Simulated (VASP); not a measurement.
# AgRh (P-6m2) in VASP: a series of runs

The runs below take AgRh through single point, with r2SCAN.

Program: VASP 6.6.1. These are calculated values, not measurements. Logs are shortened: lines on timing, memory, paths and dates and some standing lists are left out, and cuts for length are marked.

**1. The cell of the first run**

The structure is hexagonal, space group P-6m2 (No. 187). Conventional cell: a = 2.721 Å, b = 2.721 Å, c = 4.710 Å, α = 90.00°, β = 90.00°, γ = 120.00°. Ag (site symmetry -6m2) has 6 Ag at 2.72 Å and 6 Rh at 2.83 Å within 3.6 Å. Within 3.6 Å of Rh (site symmetry -6m2) lie 6 Rh at 2.72 Å and 6 Ag at 2.83 Å.

**2. Single point, r2SCAN**

Contents of POSCAR:

```
AgRh
1.0
    2.7208868163      0.0000000000      0.0000000000
   -1.3604434081      2.3563571037      0.0000000000
    0.0000000000      0.0000000000      4.7104397215
Ag Rh
1 1
Direct
    0.0000000000      0.0000000000      0.5000000000
    0.6666666667      0.3333333333      0.0000000000
```

Contents of INCAR.step1:

```
SYSTEM = AgRh
PREC = Accurate
ENCUT = 520
ISMEAR = -1
SIGMA = 0.05
LREAL = .False.
LASPH = .True.
NELM = 80
NBANDS = 20
GGA = PE
ALGO = Normal
EDIFF = 1E-4
LWAVE = .True.
LCHARG = .False.
```

Contents of INCAR.step2:

```
SYSTEM = AgRh
PREC = Accurate
ENCUT = 520
EDIFF = 1E-6
ISMEAR = -1
SIGMA = 0.05
LREAL = .False.
LASPH = .True.
NELM = 80
ALGO = Normal
ISIF = 2
LWAVE = .False.
LCHARG = .False.
METAGGA = R2SCAN
LMIXTAU = .True.
NBANDS = 20
ISTART = 1
```

Contents of KPOINTS:

```
Automatic mesh
0
Gamma
  11 11 6
  0 0 0
```

Potentials or basis: VASP PAW PBE potentials, release 64 (Ag, Rh_pv).

Started as:

```sh
$ cat potpaw_PBE.64/Ag/POTCAR potpaw_PBE.64/Rh_pv/POTCAR > POTCAR
$ cp INCAR.step1 INCAR
$ mpirun -np 1 vasp_std > vasp.out
$ cp INCAR.step2 INCAR
$ mpirun -np 1 vasp_std > vasp.out
```

OUTCAR:

```text
SYSTEM = AgRh
   PREC = Accurate
   ENCUT = 520
   EDIFF = 1E-6
   ISMEAR = -1
   LREAL = .False.
   LASPH = .True.
   NELM = 80
   ISIF = 2
   METAGGA = R2SCAN
   ISTART = 1

 ion  position               nearest neighbor table
   1  0.000  0.000  0.500-   2 2.83   2 2.83   2 2.83   2 2.83   2 2.83   2 2.83
   2  0.667  0.333  0.000-   1 2.83   1 2.83   1 2.83   1 2.83   1 2.83   1 2.83

  LATTYP: Found a hexagonal cell.
 ALAT       =     2.7208868163
 C/A-ratio  =     1.7312148720

  Lattice vectors:

 A1 = (   2.7208868163,   0.0000000000,   0.0000000000)
 A2 = (  -1.3604434081,   2.3563571037,   0.0000000000)
 A3 = (   0.0000000000,   0.0000000000,   4.7104397215)

Analysis of symmetry for initial positions (statically):
=====================================================================
 Subroutine PRICEL returns:
 Original cell was already a primitive cell.

 Routine SETGRP: Setting up the symmetry group for a
 hexagonal supercell.

 Subroutine GETGRP returns: Found 12 space group operations
 (whereof 12 operations were pure point group operations)
 out of a pool of 24 trial point group operations.

The static configuration has the point symmetry D_3h.

Analysis of symmetry for dynamics (positions and initial velocities):
=====================================================================
 Subroutine PRICEL returns:
 Original cell was already a primitive cell.

 Routine SETGRP: Setting up the symmetry group for a
 hexagonal supercell.

 Subroutine GETGRP returns: Found 12 space group operations
 (whereof 12 operations were pure point group operations)
 out of a pool of 24 trial point group operations.

The dynamic configuration has the point symmetry D_3h.

 Subroutine INISYM returns: Found 12 space group operations
 (whereof 12 operations are pure point group operations),
 and found     1 'primitive' translations

----------------------------------------------------------------------------------------

                                     Primitive cell

  volume of cell :      30.2004

  direct lattice vectors                    reciprocal lattice vectors
     2.720886816  0.000000000  0.000000000     0.367527232  0.212191946  0.000000000
    -1.360443408  2.356357104  0.000000000     0.000000000  0.424383893  0.000000000
     0.000000000  0.000000000  4.710439722     0.000000000  0.000000000  0.212294405

  length of vectors
     2.720886816  2.720886816  4.710439722     0.424383893  0.424383893  0.212294405

  position of ions in fractional coordinates (direct lattice)
     0.000000000  0.000000000  0.500000000
     0.666666667  0.333333333  0.000000000

  ion indices of the primitive-cell ions
   primitive index   ion index
                 1           1
                 2           2

----------------------------------------------------------------------------------------

 KPOINTS: Automatic mesh

Automatic generation of k-mesh.
 Grid dimensions read from file:
 generate k-points for:   11   11    6

 Generating k-lattice:

  Cartesian coordinates                     Fractional coordinates (reciprocal lattice)
     0.033411567  0.019290177  0.000000000     0.090909091  0.000000000  0.000000000
     0.000000000  0.038580354  0.000000000     0.000000000  0.090909091  0.000000000
     0.000000000  0.000000000  0.035382401     0.000000000  0.000000000  0.166666667

  Length of vectors
     0.038580354  0.038580354  0.035382401

  Shift w.r.t. Gamma in fractional coordinates (k-lattice)
     0.000000000  0.000000000  0.000000000

 Subroutine IBZKPT returns following result:
 ===========================================

 Found     64 irreducible k-points:

 Following reciprocal coordinates:
            Coordinates               Weight
  0.000000  0.000000  0.000000      1.000000
  0.090909  0.000000  0.000000      6.000000
  0.181818  0.000000  0.000000      6.000000
  0.272727  0.000000  0.000000      6.000000
  0.363636  0.000000  0.000000      6.000000
  0.454545  0.000000  0.000000      6.000000
[... 16 lines left out ...]
  0.090909  0.090909  0.166667     12.000000
  0.181818  0.090909  0.166667     24.000000
 [... further k-points ...]
   k-points           NKPTS =     64   k-points in BZ     NKDIM =     64   number of bands    NBANDS=     20
   number of dos      NEDOS =    301   number of ions     NIONS =      2
   total plane-waves  NPLWV =  14400
   dimension x,y,z NGX =    20 NGY =   20 NGZ =   36
   dimension x,y,z NGXF=    40 NGYF=   40 NGZF=   72
   ions per type =               1   1
   NGX,Y,Z   is equivalent  to a cutoff of  12.22, 12.22, 12.71 a.u.
   NGXF,Y,Z  is equivalent  to a cutoff of  24.44, 24.44, 25.41 a.u.
 SYSTEM =  AgRh
   PREC   = accura    normal or accurate (medium, high low for compatibility)
   ISTART =      1    job   : 0-new  1-cont  2-samecut
   ICHARG =      0    charge: 1-file 2-atom 10-const
   ISPIN  =      1    spin polarized calculation?
   LNONCOLLINEAR =      F non collinear calculations
   LSORBIT =      F    spin-orbit coupling
   LASPH  =      T    aspherical Exc in radial PAW
   ENCUT  =  520.0 eV  38.22 Ry    6.18 a.u.   5.06  5.06  8.76*2*pi/ulx,y,z
   NELM   =     80;   NELMIN=  2; NELMDL=  0     # of ELM steps
   EDIFF  = 0.1E-05   stopping-criterion for ELM
   LREAL  =      F    real-space projection
   EDIFFG = 0.1E-04   stopping-criterion for IOM
   NSW    =      0    number of steps for IOM
   IBRION =     -1    ionic relax: 0-MD 1-quasi-New 2-CG
   NFREE  =      0    steps in history (QN), initial steepest desc. (CG)
   ISIF   =      2    stress and relaxation
   ISYM   =      2    0-nonsym 1-usesym 2-fastsym
   POTIM  = 0.5000    time-step for ionic-motion
   TEBEG  =    0.0;   TEEND  =   0.0 temperature during run
   PSTRESS=    0.0 pullay stress
   NELECT =      26.0000    total number of electrons
   NUPDOWN=      -1.0000    fix difference up-down
   EMIN   =  10.00;   EMAX   =-10.00  energy-range for DOS
   EFERMI =   0.00;   METHOD = LEGACY
   ISMEAR =    -1;   SIGMA  =   0.05  broadening in eV -4-tet -1-fermi 0-gaus
   EFERMI_NEDOS =   21; number of points for ismear=-14 and -15
   IALGO  =     38    algorithm
   IMIX   =      4    mixing-type and parameters
     AMIX     =   0.40;   BMIX     =  1.00
     AMIX_MAG =   1.60;   BMIX_MAG =  1.00
  volume/ion in A,a.u.               =      15.10       101.90
  Fermi-wavevector in a.u.,A,eV,Ry     =   1.557381  2.943024 33.000064  2.425436
  Thomas-Fermi vector in A             =   2.661040
   LORBIT       =      0    0 simple, 1 ext, 2 COOP (PROOUT), +10 PAW based schemes
   METAGGA = R2SCAN    functional components
   LHFCALC =     F    Hartree Fock is set to
   AEXX    =    0.0000 exact exchange contribution
   IVDW    =     0    specifies the selected vdW correction
   LEPSILON=     F    determine dielectric tensor
   LRPA    =     F    only Hartree local field effects (RPA)
 non-spin polarized calculation
  energy-cutoff  :      520.00
  volume of cell :       30.20
 maximum number of plane-waves:       829
   NGX = 11   NGY = 11   NGZ = 17

 number of electron      26.0000004 magnetization

 Free energy of the ion-electron system (eV)
  ---------------------------------------------------
  ext. energy  EPLUGINS =         0.00000000
  ---------------------------------------------------
  free energy    TOTEN  =       -44.95967643 eV

  energy without entropy =      -44.93610634  energy(sigma->0) =      -44.94789138

 E-fermi :   9.6223     XC(G=0): -14.1261

 val. band max:        9.5875489488   @ k =   0.0909   0.0909   0.3333
 cond. band min:       9.6308991726   @ k =   0.2727   0.0000   0.0000
 fundamental gap:      0.0433502238
 Fermi energy:         9.6223250762

 k-point     1 :       0.0000    0.0000    0.0000
  band No.  band energies     occupation
      1     -37.5181      2.00000
      2     -37.4358      2.00000
      3     -37.4358      2.00000
      4       1.9166      2.00000
      5       3.2780      2.00000
      6       4.8881      2.00000
[... 12 lines left out ...]
     19      28.0969      0.00000
     20      29.5444      0.00000

 k-point     2 :       0.0909    0.0000    0.0000
  band No.  band energies     occupation
      1     -37.5123      2.00000
      2     -37.4792      2.00000
      3     -37.4461      2.00000
      4       2.2011      2.00000
      5       3.4478      2.00000
      6       4.7736      2.00000
[... 12 lines left out ...]
     19      28.2641      0.00000
     20      29.2344      0.00000

 k-point     3 :       0.1818    0.0000    0.0000
  band No.  band energies     occupation
      1     -37.5947      2.00000
      2     -37.4966      2.00000
      3     -37.4737      2.00000
      4       2.9439      2.00000
      5       3.8039      2.00000
      6       4.6472      2.00000
[... 12 lines left out ...]
     19      28.6637      0.00000
     20      29.0123      0.00000

 k-point     4 :       0.2727    0.0000    0.0000
  band No.  band energies     occupation
      1     -37.7440      2.00000
      2     -37.5097      2.00000
      3     -37.4760      2.00000
      4       3.4021      2.00000
      5       4.1323      2.00000
      6       4.6074      2.00000
[... 12 lines left out ...]
     19      27.0450      0.00000
     20      28.0960      0.00000

 k-point     5 :       0.3636    0.0000    0.0000
  band No.  band energies     occupation
      1     -37.8792      2.00000
      2     -37.5426      2.00000
      3     -37.4570      2.00000
      4       3.1909      2.00000
      5       4.0689      2.00000
      6       4.4101      2.00000
[... 12 lines left out ...]
     19      24.9846      0.00000
     20      26.0290      0.00000
[... 353 lines left out ...]
      6       4.6641      2.00000
[... 12 lines left out ...]
     19      25.1171      0.00000
     20      26.7261      0.00000

 k-point    22 :       0.4545    0.0000    0.1667
  band No.  band energies     occupation
      1     -37.9585      2.00000
      2     -37.5621      2.00000
      3     -37.4457      2.00000
      4       3.0205      2.00000
      5       3.6324      2.00000
      6       4.6561      2.00000
[... 12 lines left out ...]
     19      24.1140      0.00000
     20      24.5127      0.00000

 k-point    23 :       0.0909    0.0909    0.1667
  band No.  band energies     occupation
      1     -37.5560      2.00000
      2     -37.5020      2.00000
      3     -37.4677      2.00000
      4       2.9125      2.00000
      5       3.8012      2.00000
      6       4.5757      2.00000
[... 12 lines left out ...]
     19      28.0964      0.00000
     20      28.4535      0.00000

 k-point    24 :       0.1818    0.0909    0.1667
  band No.  band energies     occupation
      1     -37.6817      2.00000
      2     -37.5061      2.00000
      3     -37.4837      2.00000
      4       3.6041      2.00000
      5       4.1099      2.00000
      6       4.5347      2.00000
[... 12 lines left out ...]
     19      27.5766      0.00000
     20      28.0987      0.00000

 [... further k-points ...]

------------------------ aborting loop because EDIFF is reached ----------------------------------------

  FORCE on cell =-STRESS in cart. coord.  units (eV):
  Direction    XX          YY          ZZ          XY          YZ          ZX
  --------------------------------------------------------------------------------------
  -------------------------------------------------------------------------------------
  Total        0.9377947      0.9377947      0.5605525      0.0000000      0.0000000     -0.0000000
  in kB       49.7514036     49.7514036     29.7381442      0.0000000      0.0000000     -0.0000000
  external PRESSURE =      43.0803172 kB  Pullay stress =       0.0000000 kB

 VOLUME and BASIS-vectors are now :
 -----------------------------------------------------------------------------
  energy-cutoff  :      520.00
  volume of cell :       30.20
      direct lattice vectors                 reciprocal lattice vectors
     2.720886816  0.000000000  0.000000000     0.367527232  0.212191946  0.000000000
    -1.360443408  2.356357104  0.000000000     0.000000000  0.424383893  0.000000000
     0.000000000  0.000000000  4.710439722     0.000000000  0.000000000  0.212294405

 POSITION                                       TOTAL-FORCE (eV/Angst)
 -----------------------------------------------------------------------------------
      0.00000      0.00000      2.35522         0.000000      0.000000      0.000000
      1.36044      0.78545      0.00000        -0.000000      0.000000      0.000000
 -----------------------------------------------------------------------------------
    total drift:                                0.000000     -0.000000      0.000000

  FREE ENERGIE OF THE ION-ELECTRON SYSTEM (eV)
  ---------------------------------------------------
  free  energy   TOTEN  =       -44.9596764299 eV

  energy  without entropy=      -44.9361063365  energy(sigma->0) =      -44.94789138
```

It took 96 s on 1 thread of AMD EPYC 7R13 (Zen 3), shared host; peak memory 0.14 GiB.

Results:

```
Free energy            : -44.9597 eV
Pressure               : 4.3 GPa
Band gap on the k mesh : zero (band 13 reaches 10.87 eV, above the bottom of band 14 at 9.32 eV)
```

Stress tensor (GPa, compression positive):
```
4.98 0.00 0.00
0.00 4.98 0.00
0.00 0.00 2.97
```

Caveat: the PAW data sets were made with another functional, which shifts forces and pressure a little.

**3. Single point, r2SCAN**

This run uses another cell than the first one, of 16.71 Å³/atom, 1.106 times its volume.

Contents of POSCAR:

```
AgRh
1.0
    2.8141396046      0.0000000000      0.0000000000
   -1.4070698023      2.4371163874      0.0000000000
    0.0000000000      0.0000000000      4.8718803355
Ag Rh
1 1
Direct
    0.0000000000      0.0000000000      0.5000000000
    0.6666666667      0.3333333333      0.0000000000
```

Contents of INCAR.step1:

```
SYSTEM = AgRh
  PREC = Accurate
  ENCUT = 520
  ISMEAR = -1
  SIGMA = 0.05
  LREAL = .FALSE.
  LASPH = .TRUE.
  NELM = 80
  NBANDS = 20
  GGA = PE
  ALGO = Normal
  EDIFF = 1E-4
  LWAVE = .TRUE.
  LCHARG = .FALSE.
```

Contents of INCAR.step2:

```
SYSTEM = AgRh
  PREC = Accurate
  ENCUT = 520
  EDIFF = 1E-6
  ISMEAR = -1
  SIGMA = 0.05
  LREAL = .FALSE.
  LASPH = .TRUE.
  NELM = 80
  ALGO = Normal
  ISIF = 2
  LWAVE = .FALSE.
  LCHARG = .TRUE.
  METAGGA = R2SCAN
  LMIXTAU = .TRUE.
  LELF = .TRUE.
  LVHAR = .TRUE.
  NBANDS = 20
  ISTART = 1
```

Contents of KPOINTS:

```
Automatic mesh
0
G
  11 11 6
  0 0 0
```

Potentials or basis: VASP PAW PBE potentials, release 64 (Ag, Rh_pv).

Started as:

```sh
$ cat potpaw_PBE.64/Ag/POTCAR potpaw_PBE.64/Rh_pv/POTCAR > POTCAR
$ cp INCAR.step1 INCAR
$ mpirun -np 1 vasp_std > vasp.out
$ cp INCAR.step2 INCAR
$ mpirun -np 1 vasp_std > vasp.out
```

Run time: 2.3 min. Hardware: 1 thread of AMD EPYC 7R13 (Zen 3), shared host; peak memory 0.16 GiB.

Results (log left out):

| Item | Value |
| --- | --- |
| Free energy | -44.8758 eV |
| Pressure | -11.0 GPa |
| Band gap on the k mesh | zero (band 13 reaches 9.15 eV, above the bottom of band 14 at 7.86 eV) |

Stress tensor (GPa, compression positive):
```
-11.31   0.00   0.00
  0.00 -11.31   0.00
  0.00   0.00 -10.45
```

Levels at points of the mesh, in eV from the Fermi level:
```
           k point  band 11  band 12  band 13  band 14  band 15  band 16
(0.00, 0.00, 0.00)    -1.70    -1.70     0.14     0.14     0.49     5.35
(0.00, 0.00, 0.50)    -2.33    -1.55    -1.55     0.10     0.10    11.79
```

Caveat: the PAW data sets were made with another functional, which shifts forces and pressure a little.
